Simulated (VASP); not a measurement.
Write the native input for VASP 6.6.1 that does the following.

```yaml
Task: single point
Functional: LDA
Potentials_or_basis: VASP PAW LDA potentials, release 64 (Na_pv, I)
Cutoff: 520 eV
k_mesh: 4 × 4 × 4
Occupations: gaussian, width 0.01 eV
Spin: no spin polarisation
Dipole_correction: no
Further_INCAR_settings: ALGO = Normal; EDIFF = 1e-06; NBANDS = 14
```

The structure of NaI lies in POSCAR:

```
NaI
1.0
    0.0000000000      3.5431916835      3.5431916835
    3.5431916835      0.0000000000      3.5431916835
    3.5431916835      3.5431916835      0.0000000000
Na I
1 1
Direct
    0.0000000000      0.0000000000      0.0000000000
    0.2500000000      0.2500000000      0.2500000000
```

These files were run (other wordings do the same):

INCAR

```
SYSTEM = NaI
ALGO     = Normal         ! electronic algorithm
EDIFF    = 1E-6           ! SCF threshold, eV
ENCUT    = 520            ! plane-wave cutoff, eV
ISIF     = 2              ! what is computed and relaxed
ISMEAR   = 0              ! smearing method
LASPH    = .TRUE.         ! aspherical terms in the spheres
LCHARG   = .TRUE.         ! write CHGCAR
LELF     = .TRUE.         ! ELF
LREAL    = .FALSE.        ! projectors in reciprocal space
LVHAR    = .TRUE.       
LWAVE    = .FALSE.        ! write WAVECAR
NBANDS   = 14             ! bands
NELM     = 80             ! most SCF steps
PREC     = Accurate       ! precision mode
SIGMA    = 0.01           ! smearing width, eV
```

KPOINTS

```
k-points
0
G
  4 4 4
  0 0 0
```

Potentials or basis: VASP PAW LDA potentials, release 64 (Na_pv, I).

The run is started by

```sh
$ cat potpaw_LDA.64/Na_pv/POTCAR potpaw_LDA.64/I/POTCAR > POTCAR
$ mpirun -np 1 vasp_std > vasp.out
```

It gave:

* Pressure: -0.9 GPa
* Band gap on the k mesh: 3.50 eV, direct

Caveat: spin-orbit coupling is left out, which moves the levels of the heavy elements.

Wall time 15 s on 1 thread of Intel(R) Xeon(R) Platinum 8488C (Sapphire Rapids) (shared host), peak memory 0.18 GiB.
